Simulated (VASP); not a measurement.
CaH8:

```
Ca H
1.0
     0.00000    3.26745    3.26745
     3.26745    0.00000    3.26745
     3.26745    3.26745    0.00000
Ca H
1 8
Direct
  0.50000 0.50000 0.50000
  0.66409 0.66409 0.66409
  0.66409 0.66409 0.00772
  0.66409 0.00772 0.66409
  0.00772 0.66409 0.66409
  0.33591 0.33591 0.99228
  0.33591 0.33591 0.33591
  0.33591 0.99228 0.33591
  0.99228 0.33591 0.33591
```

The cell was generated, and may not be a known phase.

| Item | Value |
| --- | --- |
| Program | VASP 6.6.1 |
| Task | relaxation of cell and atoms |
| Functional | PBE |
| Potentials or basis | VASP PAW PBE potentials, release 64 (Ca_sv, H) |
| Cutoff | 600 eV |
| k mesh | 4 × 4 × 4 |
| Occupations | gaussian, width 0.1 eV |
| Spin | no spin polarisation |

At the start: pressure 12.0 GPa; volume 7.75 Å³/atom.

Task: How do energy, volume and symmetry change on relaxing?

Result: Over 7 steps the energy falls by 219.2 meV/atom and the volume is 9.83 Å³/atom (+26.8 %); space group Fm-3m (No. 225, to 0.1 Å) before and after.

Step by step:
```tsv
step	energy change (eV)	largest force (eV/Å)	pressure (GPa)	volume (Å³)
1	0.0000	1.8577	12.00	69.77
2	-1.3748	0.9992	5.84	75.80
3	-1.9166	0.1451	2.34	81.85
4	-1.9435	0.0921	1.77	83.56
5	-1.9431	0.1327	1.69	83.86
6	-1.9620	0.0648	1.04	85.56
7	-1.9726	0.0356	0.06	88.47
```

Final structure:
```
CELL_PARAMETERS angstrom
0.00000 3.53662 3.53662
3.53662 0.00000 3.53662
3.53662 3.53662 0.00000
ATOMIC_POSITIONS crystal
Ca 0.50000 0.50000 0.50000
H 0.68042 0.68042 0.68042
H 0.68042 0.68042 0.95874
H 0.68042 0.95874 0.68042
H 0.95874 0.68042 0.68042
H 0.31958 0.31958 0.04126
H 0.31958 0.31958 0.31958
H 0.31958 0.04126 0.31958
H 0.04126 0.31958 0.31958
```

Caveat: the k points lie up to 0.38 Å⁻¹ apart in the final cell; the volume moved by over 15 % at a fixed basis, so the end points are rough.
